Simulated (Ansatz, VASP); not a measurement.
Two plane-wave programs on Hf

INCAR

```
  PREC = Accurate
  ENCUT = 520
  EDIFF = 1E-6
  ISMEAR = 1
  SIGMA = 0.2
  LREAL = False
  LASPH = True
  NELM = 60
  ALGO = Normal
  ISIF = 2
  LWAVE = False
  LCHARG = False
  GGA = PE
  NBANDS = 17
```

KPOINTS

```
Automatic mesh
0
Gamma
  11 11 6
```

Contents of POSCAR:

```
Hf
1.0
    3.2045059552      0.0000000000      0.0000000000
   -1.6022529776      2.7751835638      0.0000000000
    0.0000000000      0.0000000000      5.0738215932
Hf
2
Direct
    0.3333333333      0.6666666667      0.2500000000
    0.6666666667      0.3333333333      0.7500000000
```

Input for Ansatz:

```yaml
crystal:
  lattice:
    - [3.2045059552, 0.0, 0.0]
    - [-1.6022529776, 2.7751835638, 0.0]
    - [0.0, 0.0, 5.0738215932]
  atoms:
    - { symbol: Hf, position: [0.3333333333, 0.6666666667, 0.25] }
    - { symbol: Hf, position: [0.6666666667, 0.3333333333, 0.75] }
hamiltonian:
  xc: pbe
  pseudopotentials:
    kind: paw
    azcp:
      Hf: "pseudopotentials/Hf.paw.azcp"
basis:
  ecutwfc: 420
  fft_grid_basis: typed
kpoints:
  mp_grid: { grid: [11, 11, 6], shift: [0, 0, 0] }
magnetization:
  spin_polarized: false
scf:
  occupations: { method: cold, width: 0.2 }
  lower_state_search: "off"
output:
  stress: true
```

Alike in both runs: task single point; functional PBE; k mesh 11 × 11 × 6; no spin polarisation.

|  | VASP | Ansatz |
| --- | --- | --- |
| version | VASP 6.6.1 | Ansatz 0.2.0 |
| potentials or method | VASP PAW PBE potentials, release 64 (Hf_pv), cutoff 520 eV | plane waves (420 eV) with PAW, scalar-relativistic |
| occupations | methfessel-paxton of order 1, width 0.2 eV | cold, width 0.2 eV |
| valence electrons in the cell | 20 | 52 |

Ansatz gave:

```
pressure (GPa)                                                : 0.0
traceless stress, the component that is largest in VASP (GPa) : -0.02
```

Question: Estimate VASP's values.

Answer: Pressure (GPa): -0.4; traceless stress, the component that is largest in VASP (GPa): -0.11.

VASP's potentials hold 20 valence electrons a cell and Ansatz's 52, so a difference there can come from the potentials and not from the codes.

Neither program's run includes spin-orbit coupling.
